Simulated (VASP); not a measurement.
# MgO (zincblende type) (F-43m) in VASP: notebook

The runs below take MgO (zincblende type) through electric field gradients, single point, with PBE.

Everything below comes from runs of VASP 6.6.1. Logs are shortened: lines on timing, memory, paths and dates and some standing lists are left out, and cuts for length are marked.

## 1. The cell of the first run

Symmetry: F-43m, No. 216, cubic system. Conventional cell: a = 4.702 Å, b = 4.702 Å, c = 4.702 Å, α = 90.00°, β = 90.00°, γ = 90.00°. Mg (site symmetry -43m) has 4 O at 2.04 Å within 2.7 Å. Within 2.7 Å of O (site symmetry -43m) lie 4 Mg at 2.04 Å.

## 2. Electric field gradients, PBE (13.00 Å³/atom)

The input, INCAR:

```
SYSTEM = MgO
PREC = Accurate ; ENCUT = 520
EDIFF = 1E-8 ; ISMEAR = -1
SIGMA = 0.08 ; LREAL = .FALSE.
LASPH = .TRUE. ; NELM = 60
ALGO = Normal ; ISIF = 2
LWAVE = .FALSE. ; LCHARG = .FALSE.
GGA = PE ; LEFG = .TRUE.
NBANDS = 11
```

The input, KPOINTS:

```
regular mesh
0
G
  13 13 13
  0 0 0
```

The input, POSCAR:

```
MgO
1.0
    0.0000000000      2.3511193090      2.3511193090
    2.3511193090      0.0000000000      2.3511193090
    2.3511193090      2.3511193090      0.0000000000
Mg O
1 1
Direct
    0.0000000000      0.0000000000      0.0000000000
    0.2500000000      0.2500000000      0.2500000000
```

Potentials or basis: VASP PAW PBE potentials, release 64 (Mg, O).

The run is started by

```console
cat potpaw_PBE.64/Mg/POTCAR potpaw_PBE.64/O/POTCAR > POTCAR
mpirun -np 1 vasp_std > vasp.out
```

OUTCAR:

```text
SYSTEM = MgO
   PREC = Accurate
   ENCUT = 520
   EDIFF = 1E-8
   ISMEAR = -1
   LREAL = .FALSE.
   LASPH = .TRUE.
   NELM = 60
   ISIF = 2
   GGA = PE

 ion  position               nearest neighbor table
   1  0.000  0.000  0.000-   2 2.04   2 2.04   2 2.04   2 2.04
   2  0.250  0.250  0.250-   1 2.04   1 2.04   1 2.04   1 2.04

  LATTYP: Found a face centered cubic cell.
 ALAT       =     4.7022386180

  Lattice vectors:

 A1 = (   0.0000000000,   2.3511193090,   2.3511193090)
 A2 = (   2.3511193090,   0.0000000000,   2.3511193090)
 A3 = (   2.3511193090,   2.3511193090,   0.0000000000)

Analysis of symmetry for initial positions (statically):
=====================================================================
 Subroutine PRICEL returns:
 Original cell was already a primitive cell.

 Routine SETGRP: Setting up the symmetry group for a
 face centered cubic supercell.

 Subroutine GETGRP returns: Found 24 space group operations
 (whereof 24 operations were pure point group operations)
 out of a pool of 48 trial point group operations.

The static configuration has the point symmetry T_d .

Analysis of symmetry for dynamics (positions and initial velocities):
=====================================================================
 Subroutine PRICEL returns:
 Original cell was already a primitive cell.

 Routine SETGRP: Setting up the symmetry group for a
 face centered cubic supercell.

 Subroutine GETGRP returns: Found 24 space group operations
 (whereof 24 operations were pure point group operations)
 out of a pool of 48 trial point group operations.

The dynamic configuration has the point symmetry T_d .

 Subroutine INISYM returns: Found 24 space group operations
 (whereof 24 operations are pure point group operations),
 and found     1 'primitive' translations

----------------------------------------------------------------------------------------

                                     Primitive cell

  volume of cell :      25.9929

  direct lattice vectors                    reciprocal lattice vectors
     0.000000000  2.351119309  2.351119309    -0.212664665  0.212664665  0.212664665
     2.351119309  0.000000000  2.351119309     0.212664665 -0.212664665  0.212664665
     2.351119309  2.351119309  0.000000000     0.212664665  0.212664665 -0.212664665

  length of vectors
     3.324984814  3.324984814  3.324984814     0.368346005  0.368346005  0.368346005

  position of ions in fractional coordinates (direct lattice)
     0.000000000  0.000000000  0.000000000
     0.250000000  0.250000000  0.250000000

  ion indices of the primitive-cell ions
   primitive index   ion index
                 1           1
                 2           2

----------------------------------------------------------------------------------------

 KPOINTS: regular mesh

Automatic generation of k-mesh.
 Grid dimensions read from file:
 generate k-points for:   13   13   13

 Generating k-lattice:

  Cartesian coordinates                     Fractional coordinates (reciprocal lattice)
    -0.016358820  0.016358820  0.016358820     0.076923077  0.000000000  0.000000000
     0.016358820 -0.016358820  0.016358820     0.000000000  0.076923077  0.000000000
     0.016358820  0.016358820 -0.016358820     0.000000000  0.000000000  0.076923077

  Length of vectors
     0.028334308  0.028334308  0.028334308

  Shift w.r.t. Gamma in fractional coordinates (k-lattice)
     0.000000000  0.000000000  0.000000000

 Subroutine IBZKPT returns following result:
 ===========================================

 Found     84 irreducible k-points:

 Following reciprocal coordinates:
            Coordinates               Weight
  0.000000  0.000000  0.000000      1.000000
  0.076923  0.000000  0.000000      8.000000
  0.153846  0.000000  0.000000      8.000000
  0.230769  0.000000  0.000000      8.000000
  0.307692  0.000000  0.000000      8.000000
  0.384615  0.000000  0.000000      8.000000
[... 16 lines left out ...]
  0.384615  0.153846  0.000000     24.000000
  0.461538  0.153846  0.000000     24.000000
 [... further k-points ...]
   k-points           NKPTS =     84   k-points in BZ     NKDIM =     84   number of bands    NBANDS=     11
   number of dos      NEDOS =    301   number of ions     NIONS =      2
   total plane-waves  NPLWV =  21952
   dimension x,y,z NGX =    28 NGY =   28 NGZ =   28
   dimension x,y,z NGXF=    56 NGYF=   56 NGZF=   56
   ions per type =               1   1
   NGX,Y,Z   is equivalent  to a cutoff of  14.00, 14.00, 14.00 a.u.
   NGXF,Y,Z  is equivalent  to a cutoff of  28.00, 28.00, 28.00 a.u.
 SYSTEM =  MgO
   PREC   = accura    normal or accurate (medium, high low for compatibility)
   ISTART =      0    job   : 0-new  1-cont  2-samecut
   ICHARG =      2    charge: 1-file 2-atom 10-const
   ISPIN  =      1    spin polarized calculation?
   LNONCOLLINEAR =      F non collinear calculations
   LSORBIT =      F    spin-orbit coupling
   LASPH  =      T    aspherical Exc in radial PAW
   ENCUT  =  520.0 eV  38.22 Ry    6.18 a.u.   6.18  6.18  6.18*2*pi/ulx,y,z
   NELM   =     60;   NELMIN=  2; NELMDL= -5     # of ELM steps
   EDIFF  = 0.1E-07   stopping-criterion for ELM
   LREAL  =      F    real-space projection
   EDIFFG = 0.1E-06   stopping-criterion for IOM
   NSW    =      0    number of steps for IOM
   IBRION =     -1    ionic relax: 0-MD 1-quasi-New 2-CG
   NFREE  =      0    steps in history (QN), initial steepest desc. (CG)
   ISIF   =      2    stress and relaxation
   ISYM   =      2    0-nonsym 1-usesym 2-fastsym
   POTIM  = 0.5000    time-step for ionic-motion
   TEBEG  =    0.0;   TEEND  =   0.0 temperature during run
   PSTRESS=    0.0 pullay stress
   NELECT =       8.0000    total number of electrons
   NUPDOWN=      -1.0000    fix difference up-down
   EMIN   =  10.00;   EMAX   =-10.00  energy-range for DOS
   EFERMI =   0.00;   METHOD = LEGACY
   ISMEAR =    -1;   SIGMA  =   0.08  broadening in eV -4-tet -1-fermi 0-gaus
   EFERMI_NEDOS =   21; number of points for ismear=-14 and -15
   IALGO  =     38    algorithm
   IMIX   =      4    mixing-type and parameters
     AMIX     =   0.40;   BMIX     =  1.00
     AMIX_MAG =   1.60;   BMIX_MAG =  1.00
  volume/ion in A,a.u.               =      13.00        87.70
  Fermi-wavevector in a.u.,A,eV,Ry     =   1.105317  2.088746 16.622585  1.221726
  Thomas-Fermi vector in A             =   2.241802
   LORBIT       =      0    0 simple, 1 ext, 2 COOP (PROOUT), +10 PAW based schemes
   GGA     = PE    functional components
   LHFCALC =     F    Hartree Fock is set to
   AEXX    =    0.0000 exact exchange contribution
   IVDW    =     0    specifies the selected vdW correction
   LEPSILON=     F    determine dielectric tensor
   LRPA    =     F    only Hartree local field effects (RPA)
 non-spin polarized calculation
  energy-cutoff  :      520.00
  volume of cell :       25.99
 maximum number of plane-waves:       725
 NGX is ok and might be reduce to    28
   NGX = 13   NGY = 13   NGZ = 13

 number of electron       7.9999999 magnetization

 Free energy of the ion-electron system (eV)
  ---------------------------------------------------
  ext. energy  EPLUGINS =         0.00000000
  ---------------------------------------------------
  free energy    TOTEN  =       -11.67062907 eV

  energy without entropy =      -11.67062907  energy(sigma->0) =      -11.67062907

 E-fermi :   2.1605     XC(G=0):  -9.3433

 val. band max:        0.3482216752   @ k =   0.0000   0.0000   0.0000
 cond. band min:       3.5033656167   @ k =   0.0000   0.0000   0.0000
 fundamental gap:      3.1551439415
 Fermi energy:         2.1604801945

 k-point     1 :       0.0000    0.0000    0.0000
  band No.  band energies     occupation
      1     -15.3088      2.00000
      2       0.3482      2.00000
      3       0.3482      2.00000
      4       0.3482      2.00000
      5       3.5034      0.00000
      6      16.1952      0.00000
      7      16.1952      0.00000
      8      16.1952      0.00000
      9      19.7681      0.00000
     10      19.7681      0.00000
     11      19.7755      0.00000

 k-point     2 :       0.0769    0.0000    0.0000
  band No.  band energies     occupation
      1     -15.2790      2.00000
      2       0.0604      2.00000
      3       0.3375      2.00000
      4       0.3375      2.00000
      5       3.8445      0.00000
      6      15.6628      0.00000
      7      16.2055      0.00000
      8      16.2055      0.00000
      9      18.6874      0.00000
     10      18.6874      0.00000
     11      19.4058      0.00000

 k-point     3 :       0.1538    0.0000    0.0000
  band No.  band energies     occupation
      1     -15.1961      2.00000
      2      -0.5580      2.00000
      3       0.3080      2.00000
      4       0.3080      2.00000
      5       4.6210      0.00000
      6      14.4635      0.00000
      7      16.0447      0.00000
      8      16.0447      0.00000
      9      18.1663      0.00000
     10      18.1663      0.00000
     11      18.9275      0.00000

 k-point     4 :       0.2308    0.0000    0.0000
  band No.  band energies     occupation
      1     -15.0761      2.00000
      2      -1.2204      2.00000
      3       0.2672      2.00000
      4       0.2672      2.00000
      5       5.5452      0.00000
      6      13.1013      0.00000
      7      15.5342      0.00000
      8      15.5342      0.00000
      9      18.4393      0.00000
     10      18.4393      0.00000
     11      18.6294      0.00000
[... 239 lines left out ...]
 k-point    22 :       0.3077    0.1538    0.0000
  band No.  band energies     occupation
      1     -14.9555      2.00000
      2      -1.4592      2.00000
      3       0.0473      2.00000
      4       0.0613      2.00000
      5       6.3016      0.00000
      6      12.4582      0.00000
      7      13.9303      0.00000
      8      15.4589      0.00000
      9      16.8360      0.00000
     10      20.6855      0.00000
     11      21.0429      0.00000

 k-point    23 :       0.3846    0.1538    0.0000
  band No.  band energies     occupation
      1     -14.8402      2.00000
      2      -1.8561      2.00000
      3      -0.0629      2.00000
      4       0.0318      2.00000
      5       7.1074      0.00000
      6      11.3201      0.00000
      7      13.5980      0.00000
      8      15.1089      0.00000
      9      17.4963      0.00000
     10      21.1163      0.00000
     11      21.1321      0.00000

 k-point    24 :       0.4615    0.1538    0.0000
  band No.  band energies     occupation
      1     -14.7520      2.00000
      2      -2.1237      2.00000
      3      -0.1815      2.00000
      4       0.0346      2.00000
      5       7.9229      0.00000
      6      10.3074      0.00000
      7      13.4233      0.00000
      8      14.8079      0.00000
      9      18.2051      0.00000
     10      21.3379      0.00000
     11      21.3686      0.00000

 [... further k-points ...]

------------------------ aborting loop because EDIFF is reached ----------------------------------------

  FORCE on cell =-STRESS in cart. coord.  units (eV):
  Direction    XX          YY          ZZ          XY          YZ          ZX
  --------------------------------------------------------------------------------------
  -------------------------------------------------------------------------------------
  Total       -1.0186846     -1.0186846     -1.0186846      0.0000000     -0.0000000      0.0000000
  in kB      -62.7908444    -62.7908444    -62.7908444      0.0000000     -0.0000000      0.0000000
  external PRESSURE =     -62.7908444 kB  Pullay stress =       0.0000000 kB

 VOLUME and BASIS-vectors are now :
 -----------------------------------------------------------------------------
  energy-cutoff  :      520.00
  volume of cell :       25.99
      direct lattice vectors                 reciprocal lattice vectors
     0.000000000  2.351119309  2.351119309    -0.212664665  0.212664665  0.212664665
     2.351119309  0.000000000  2.351119309     0.212664665 -0.212664665  0.212664665
     2.351119309  2.351119309  0.000000000     0.212664665  0.212664665 -0.212664665

 POSITION                                       TOTAL-FORCE (eV/Angst)
 -----------------------------------------------------------------------------------
      0.00000      0.00000      0.00000         0.000000     -0.000000     -0.000000
      1.17556      1.17556      1.17556        -0.000000      0.000000      0.000000
 -----------------------------------------------------------------------------------
    total drift:                               -0.000000     -0.000000     -0.000000

  FREE ENERGIE OF THE ION-ELECTRON SYSTEM (eV)
  ---------------------------------------------------
  free  energy   TOTEN  =       -11.6706290677 eV

  energy  without entropy=      -11.6706290675  energy(sigma->0) =      -11.67062907

 Electric field gradients (V/A^2)
---------------------------------------------------------------------
 ion       V_xx      V_yy      V_zz      V_xy      V_xz      V_yz
---------------------------------------------------------------------
   1       0.000     0.000     0.000     0.000     0.000     0.000
   2      -0.000    -0.000     0.000     0.000     0.000     0.000
---------------------------------------------------------------------

 Electric field gradients after diagonalization (V/A^2)
 (convention: |V_zz| > |V_xx| > |V_yy|)
----------------------------------------------------------------------
 ion       V_xx      V_yy      V_zz     asymmetry (V_yy - V_xx)/ V_zz
----------------------------------------------------------------------
   1      -0.000    -0.000     0.000       0.000
   2      -0.000    -0.000     0.001       0.000
----------------------------------------------------------------------

           NMR quadrupolar parameters

 Cq : quadrupolar parameter    Cq=e*Q*V_zz/h
 eta: asymmetry parameters     (V_yy - V_xx)/ V_zz
 Q  : nuclear electric quadrupole moment in mb (millibarn)
----------------------------------------------------------------------
 ion       Cq(MHz)       eta       Q (mb)
----------------------------------------------------------------------
   1       0.000       0.000       1.000
   2       0.000       0.000       1.000
----------------------------------------------------------------------
```

Run time: 20 s. Hardware: 1 thread of Intel Xeon Platinum 8488C (Sapphire Rapids), shared host; peak memory 0.17 GiB.

What came out:

| Item | Value |
| --- | --- |
| Free energy | -11.6706 eV |
| Pressure | -6.3 GPa |
| Band gap on the k mesh | 3.16 eV |
| Largest electric field gradient by atom | zero within the noise of the run |

Caveat: the cell stands under tension; an odd mesh through Γ misses points on the zone boundary, where band edges can lie.

[end of part 1 of 2]
